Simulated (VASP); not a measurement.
Write the native input for VASP 6.6.1 that does the following.

```yaml
Task: single point
Functional: PBEsol
Potentials_or_basis: VASP PAW PBE potentials, release 64 (Ca_sv)
Cutoff: 520 eV
k_mesh: 14 × 14 × 14
Occupations: gaussian, width 0.15 eV
Spin: no spin polarisation
Dipole_correction: no
Further_INCAR_settings: ALGO = Fast; EDIFF = 1e-07; NBANDS = 11
```

The structure of Ca lies in POSCAR:

```
Ca
1.0
    0.0000000000      2.7522870000      2.7942000000
    2.7522870000      0.0000000000      2.7942000000
    2.7522870000      2.7522870000      0.0000000000
Ca
1
Direct
    0.0000000000      0.0000000000      0.0000000000
```

This cell differs from its parent crystal: strain -0.015 along x and y, +0.000 along z.

These files were run (other wordings do the same):

INCAR

```
PREC = Accurate ; ENCUT = 520
EDIFF = 1E-7 ; ISMEAR = 0
SIGMA = 0.15 ; LREAL = False
LASPH = True ; NELM = 80
ALGO = Fast ; ISIF = 2
LWAVE = False ; LCHARG = False
GGA = PS ; NBANDS = 11
```

KPOINTS

```
Automatic mesh
0
Gamma
  14 14 14
```

Potentials or basis: VASP PAW PBE potentials, release 64 (Ca_sv).

Launch:

```bash
$ cat potpaw_PBE.64/Ca_sv/POTCAR > POTCAR
$ mpirun -np 1 vasp_std > vasp.out
```

It gave:

```json
{
  "Pressure": "-0.7 GPa",
  "Band gap on the k mesh": "zero (band 5 reaches 2.04 eV, above the bottom of band 6 at 1.72 eV)"
}
```

Caveat: the cell differs from its parent crystal (strain -0.015 along x and y, +0.000 along z); the PAW data sets were made with another functional, which shifts forces and pressure a little.

Wall time 97 s on 1 thread of Intel(R) Xeon(R) 6975P-C (Granite Rapids) (shared host), peak memory 0.24 GiB.
